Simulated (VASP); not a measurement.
# LiS3 (Pm-3n) in VASP: notebook, part 2 of 2

VASP 6.6.1.

### 4 Single point, PBE

This run uses another cell than the first one, of 15.81 Å³/atom, 1.002 times its volume.

Contents of INCAR:

```
SYSTEM = LiS3
PREC = Accurate
ENCUT = 520
EDIFF = 1E-6
ISMEAR = 0
SIGMA = 0.1
LREAL = .FALSE.
LASPH = .TRUE.
NELM = 100
ALGO = Normal
ISIF = 2
LWAVE = .FALSE.
LCHARG = .FALSE.
GGA = PE
NBANDS = 31
```

Contents of KPOINTS:

```
Automatic mesh
0
G
  8 8 8
  0 0 0
```

Contents of POSCAR:

```
LiS3
1.0
    5.0201052047      0.0000000000      0.0000000000
    0.0000000000      5.0201052047      0.0000000000
    0.0000000000      0.0000000000      5.0201052047
Li S
2 6
Direct
    0.0000000000      0.0000000000      0.0000000000
    0.5000000000      0.5000000000      0.5000000000
    0.2500000000      0.0000000000      0.5000000000
    0.7500000000      0.0000000000      0.5000000000
    0.0000000000      0.5000000000      0.2500000000
    0.0000000000      0.5000000000      0.7500000000
    0.5000000000      0.7500000000      0.0000000000
    0.5000000000      0.2500000000      0.0000000000
```

On the command line:

```sh
cat potpaw_PBE.64/Li_sv/POTCAR potpaw_PBE.64/S/POTCAR > POTCAR
mpirun -np 1 vasp_std > vasp.out
```

Run time: 2.4 min. Hardware: 1 thread of Intel Xeon 6975P-C, shared host; peak memory 0.29 GiB.

It converged, with:

```
Free energy            : -26.1561 eV
Band gap on the k mesh : zero (band 21 reaches 5.83 eV, above the bottom of band 22 at 4.67 eV)
```

Levels at points of the mesh, in eV from the Fermi level:
| k point | band 19 | band 20 | band 21 | band 22 | band 23 | band 24 |
| --- | --- | --- | --- | --- | --- | --- |
| (0.00, 0.00, 0.00) | -1.28 | -1.28 | 0.18 | 0.18 | 0.18 | 4.12 |
| (0.50, 0.00, 0.00) | -1.13 | -1.13 | -0.89 | -0.89 | 0.65 | 0.65 |
| (0.50, 0.50, 0.00) | -1.42 | -0.43 | -0.13 | -0.13 | 0.69 | 0.69 |
| (0.50, 0.50, 0.50) | -0.86 | -0.86 | -0.86 | -0.86 | -0.43 | -0.43 |

Caveat: the cutoff is under 1.25 times the usual one of these potentials, so pressure, stress and relaxed cells hold a basis-set (Pulay) error.

### 5 Relaxation of cell and atoms, PBE

This run uses another cell than the first one, of 19.48 Å³/atom, 1.235 times its volume.

Contents of INCAR:

```
  ALGO = Normal
  EDIFF = 1E-6
  EDIFFG = -0.04
  ENCUT = 600
  GGA = PE
  IBRION = 2
  ISIF = 3
  ISMEAR = 0
  LASPH = T
  LCHARG = F
  LREAL = F
  LWAVE = F
  NELM = 100
  NSW = 90
  PREC = Accurate
  SIGMA = 0.1
```

Contents of KPOINTS:

```
k-points
0
Gamma
  4 4 4
```

POSCAR: that of step 4 with these lines changed.

```diff
@@ -2,5 +2,5 @@
 1.0
-    5.0201052047      0.0000000000      0.0000000000
-    0.0000000000      5.0201052047      0.0000000000
-    0.0000000000      0.0000000000      5.0201052047
+    5.3816391300      0.0000000000      0.0000000000
+    0.0000000000      5.3816391300      0.0000000000
+    0.0000000000      0.0000000000      5.3816391300
 Li S
```

On the command line:

```sh
cat potpaw_PBE.64/Li_sv/POTCAR potpaw_PBE.64/S/POTCAR > POTCAR
mpirun -np 1 vasp_std > vasp.out
```

Wall time 2.6 min (1 thread of Intel Xeon 6975P-C, shared host); peak memory 0.34 GiB.

The run converged. Its results:

```yaml
Free_energy: -26.4604 eV
Relaxed_volume: 15.73 Å³/atom
Relaxed_cell: a = 5.011 Å, b = 5.011 Å, c = 5.011 Å, α = 90.00°, β = 90.00°, γ = 90.00°
Space_group_after_relaxing_to_0.05_Å: Pm-3n (No. 223)
Energy_gained_by_relaxing: 116.7 meV/atom
Ionic_steps: 4
Pressure_after_relaxing: 0.0 GPa
```

The path:
| step | energy change (eV) | largest force (eV/Å) | pressure (GPa) | volume (Å³) |
| --- | --- | --- | --- | --- |
| 1 | 0.0000 | 0.0000 | -8.24 | 155.86 |
| 2 | -0.8362 | 0.0000 | -3.47 | 134.34 |
| 3 | -0.9323 | 0.0000 | -0.41 | 126.74 |
| 4 | -0.9335 | 0.0000 | 0.03 | 125.81 |

Final structure:
```
CELL_PARAMETERS angstrom
5.01073 0.00000 0.00000
0.00000 5.01073 0.00000
0.00000 0.00000 5.01073
ATOMIC_POSITIONS crystal
Li 0.00000 0.00000 0.00000
Li 0.50000 0.50000 0.50000
S 0.25000 0.00000 0.50000
S 0.75000 0.00000 0.50000
S 0.00000 0.50000 0.25000
S 0.00000 0.50000 0.75000
S 0.50000 0.75000 0.00000
S 0.50000 0.25000 0.00000
```

Levels at points of the mesh, in eV from the Fermi level:
```tsv
k point	band 18	band 19	band 20	band 21	band 22	band 23	band 24	band 25
(0.00, 0.00, 0.00)	-1.19	-1.19	-1.19	0.28	0.28	0.28	4.31	4.31
(0.50, 0.00, 0.00)	-1.09	-1.04	-1.04	-0.79	-0.79	0.76	0.76	4.31
(0.50, 0.50, 0.00)	-1.51	-1.27	-0.32	0.00	0.00	0.79	0.79	1.19
(0.50, 0.50, 0.50)	-0.72	-0.72	-0.72	-0.72	-0.72	-0.32	-0.32	-0.32
```

Caveat: the cutoff is under 1.25 times the usual one of these potentials, so pressure, stress and relaxed cells hold a basis-set (Pulay) error; the volume moved by over 15 % at a fixed basis, so the end points are rough; the bands computed are all filled at some k points, so no gap is given.

### 6 Relaxation of cell and atoms, PBE

Contents of INCAR:

```
PREC = Accurate
ENCUT = 600
EDIFF = 1E-6
ISMEAR = 0
SIGMA = 0.1
LREAL = F
LASPH = T
NELM = 80
ALGO = Normal
ISIF = 3
LWAVE = F
LCHARG = F
GGA = PE
IBRION = 2
NSW = 100
EDIFFG = -0.01
```

Contents of KPOINTS:

```
regular mesh
0
Gamma
  8 8 8
```

POSCAR: that of step 5 with these lines changed.

```diff
@@ -2,5 +2,5 @@
 1.0
-    5.3816391300      0.0000000000      0.0000000000
-    0.0000000000      5.3816391300      0.0000000000
-    0.0000000000      0.0000000000      5.3816391300
+    5.0161171679      0.0000000000      0.0000000000
+    0.0000000000      5.0161171679      0.0000000000
+    0.0000000000      0.0000000000      5.0161171679
 Li S
```

Potentials or basis: VASP PAW PBE potentials, release 64 (Li_sv, S).

On the command line:

```sh
cat potpaw_PBE.64/Li_sv/POTCAR potpaw_PBE.64/S/POTCAR > POTCAR
mpirun -np 1 vasp_std > vasp.out
```

OUTCAR:

```text
PREC = Accurate
   ENCUT = 600
   EDIFF = 1E-6
   ISMEAR = 0
   LREAL = F
   LASPH = T
   NELM = 80
   ISIF = 3
   GGA = PE
   IBRION = 2
   NSW = 100
   EDIFFG = -0.01

 ion  position               nearest neighbor table
   1  0.000  0.000  0.000-
   2  0.500  0.500  0.500-
   3  0.250  0.000  0.500-   4 2.51   4 2.51
   4  0.750  0.000  0.500-   3 2.51   3 2.51
   5  0.000  0.500  0.250-   6 2.51   6 2.51
   6  0.000  0.500  0.750-   5 2.51   5 2.51
   7  0.500  0.750  0.000-   8 2.51   8 2.51
   8  0.500  0.250  0.000-   7 2.51   7 2.51

  LATTYP: Found a simple cubic cell.
 ALAT       =     5.0161171679

  Lattice vectors:

 A1 = (   5.0161171679,   0.0000000000,   0.0000000000)
 A2 = (   0.0000000000,   5.0161171679,   0.0000000000)
 A3 = (   0.0000000000,   0.0000000000,   5.0161171679)

Analysis of symmetry for initial positions (statically):
=====================================================================
 Subroutine PRICEL returns:
 Original cell was already a primitive cell.

 Routine SETGRP: Setting up the symmetry group for a
 simple cubic supercell.

 Subroutine GETGRP returns: Found 48 space group operations
 (whereof 24 operations were pure point group operations)
 out of a pool of 48 trial point group operations.

The static configuration has the point symmetry T_h .
 The point group associated with its full space group is O_h .

Analysis of symmetry for dynamics (positions and initial velocities):
=====================================================================
 Subroutine PRICEL returns:
 Original cell was already a primitive cell.

 Routine SETGRP: Setting up the symmetry group for a
 simple cubic supercell.

 Subroutine GETGRP returns: Found 48 space group operations
[... 139 lines left out ...]
  Thomas-Fermi vector in A             =   2.271167
   LORBIT       =      0    0 simple, 1 ext, 2 COOP (PROOUT), +10 PAW based schemes
   GGA     = PE    functional components
   LHFCALC =     F    Hartree Fock is set to
   AEXX    =    0.0000 exact exchange contribution
   IVDW    =     0    specifies the selected vdW correction
   LEPSILON=     F    determine dielectric tensor
   LRPA    =     F    only Hartree local field effects (RPA)
 conjugate gradient relaxation of ions
 non-spin polarized calculation
 Gauss-broadening in eV      SIGMA  =   0.10
  energy-cutoff  :      600.00
  volume of cell :      126.21
 maximum number of plane-waves:      4237
   NGX = 21   NGY = 21   NGZ = 21

 number of electron      42.0000025 magnetization

 Free energy of the ion-electron system (eV)
  ---------------------------------------------------
  ext. energy  EPLUGINS =         0.00000000
  ---------------------------------------------------
  free energy    TOTEN  =       -26.15632006 eV

  energy without entropy =      -26.11962094  energy(sigma->0) =      -26.13797050

 E-fermi :   5.5872     XC(G=0): -10.2419

 val. band max:        5.5870062383   @ k =   0.5000   0.3750   0.3750
 cond. band min:       5.6053103078   @ k =   0.5000   0.2500   0.1250
 fundamental gap:      0.0183040695
 Fermi energy:         5.5872024886

 k-point     1 :       0.0000    0.0000    0.0000
  band No.  band energies     occupation
      1     -40.2544      2.00000
      2     -40.2538      2.00000
      3      -9.9426      2.00000
      4      -7.5640      2.00000
      5      -7.5640      2.00000
      6      -5.1669      2.00000
[... 685 lines left out ...]
     25       6.3962      0.00000
     26       9.0633      0.00000

 [... further k-points ...]

------------------------ aborting loop because EDIFF is reached ----------------------------------------

  FORCE on cell =-STRESS in cart. coord.  units (eV):
  Direction    XX          YY          ZZ          XY          YZ          ZX
  --------------------------------------------------------------------------------------
  -------------------------------------------------------------------------------------
  Total        0.0150898      0.0150898      0.0150898     -0.0000000     -0.0000000     -0.0000000
  in kB        0.1915539      0.1915539      0.1915539     -0.0000000     -0.0000000     -0.0000000
  external PRESSURE =       0.1915539 kB  Pullay stress =       0.0000000 kB

 VOLUME and BASIS-vectors are now :
 -----------------------------------------------------------------------------
  energy-cutoff  :      600.00
  volume of cell :      126.21
      direct lattice vectors                 reciprocal lattice vectors
     5.016117168  0.000000000  0.000000000     0.199357385  0.000000000  0.000000000
     0.000000000  5.016117168  0.000000000     0.000000000  0.199357385  0.000000000
     0.000000000  0.000000000  5.016117168     0.000000000  0.000000000  0.199357385

 POSITION                                       TOTAL-FORCE (eV/Angst)
 -----------------------------------------------------------------------------------
      0.00000      0.00000      0.00000         0.000000     -0.000000      0.000000
      2.50806      2.50806      2.50806         0.000000     -0.000000      0.000000
      1.25403      0.00000      2.50806         0.000000     -0.000000     -0.000000
      3.76209      0.00000      2.50806        -0.000000      0.000000      0.000000
      0.00000      2.50806      1.25403         0.000000     -0.000000      0.000000
      0.00000      2.50806      3.76209         0.000000      0.000000     -0.000000
      2.50806      3.76209      0.00000         0.000000      0.000000     -0.000000
      2.50806      1.25403      0.00000        -0.000000     -0.000000     -0.000000
 -----------------------------------------------------------------------------------
    total drift:                                0.000000     -0.000000      0.000000

  FREE ENERGIE OF THE ION-ELECTRON SYSTEM (eV)
  ---------------------------------------------------
  free  energy   TOTEN  =       -26.1563200640 eV

  energy  without entropy=      -26.1196209415  energy(sigma->0) =      -26.13797050

 reached required accuracy - stopping structural energy minimisation
```

Wall time 97 s (1 thread of Intel Xeon 6975P-C, shared host); peak memory 0.29 GiB.

What came out:

```
Free energy             : -26.1563 eV
Pressure after relaxing : 0.0 GPa
```

Final structure:
```
CELL_PARAMETERS angstrom
5.01612 0.00000 0.00000
0.00000 5.01612 0.00000
0.00000 0.00000 5.01612
ATOMIC_POSITIONS crystal
Li 0.00000 0.00000 0.00000
Li 0.50000 0.50000 0.50000
S 0.25000 0.00000 0.50000
S 0.75000 0.00000 0.50000
S 0.00000 0.50000 0.25000
S 0.00000 0.50000 0.75000
S 0.50000 0.75000 0.00000
S 0.50000 0.25000 0.00000
```

Caveat: the cutoff is under 1.25 times the usual one of these potentials, so pressure, stress and relaxed cells hold a basis-set (Pulay) error; the relaxation stopped at its first step, so nothing moved; the bands computed are all filled at some k points, so no gap is given.

### 7 The runs side by side

| task | cell | k mesh | cutoff (eV) | gap on the mesh (eV) | pressure (GPa) |
| --- | --- | --- | --- | --- | --- |
| single point | a = 5.016 Å, 8 atoms | 4 × 4 × 4 | 520 | none | - |
| single point | a = 5.382 Å, 8 atoms | 4 × 4 × 4 | 520 | none | - |
| single point | a = 5.020 Å, 8 atoms | 8 × 8 × 8 | 520 | none | - |
| relaxation of cell and atoms | relaxed from a = 5.382 Å, 8 atoms | 4 × 4 × 4 | 600 | - | 0.0 |
| relaxation of cell and atoms | relaxed from a = 5.016 Å, 8 atoms | 8 × 8 × 8 | 600 | - | 0.0 |

Alike in all rows: level PBE; potentials or basis VASP PAW PBE potentials, release 64 (Li_sv, S); no spin polarisation; smearing gaussian 0.1 eV.

Caveats: the cutoff is under 1.25 times the usual one of these potentials, so pressure, stress and relaxed cells hold a basis-set (Pulay) error; the bands computed are all filled at some k points, so no gap is given (some runs); the volume moved by over 15 % at a fixed basis, so the end points are rough (some runs); the relaxation stopped at its first step, so nothing moved (some runs).

Total energies depend on the potentials used, so only differences within one code and one set of settings carry meaning.
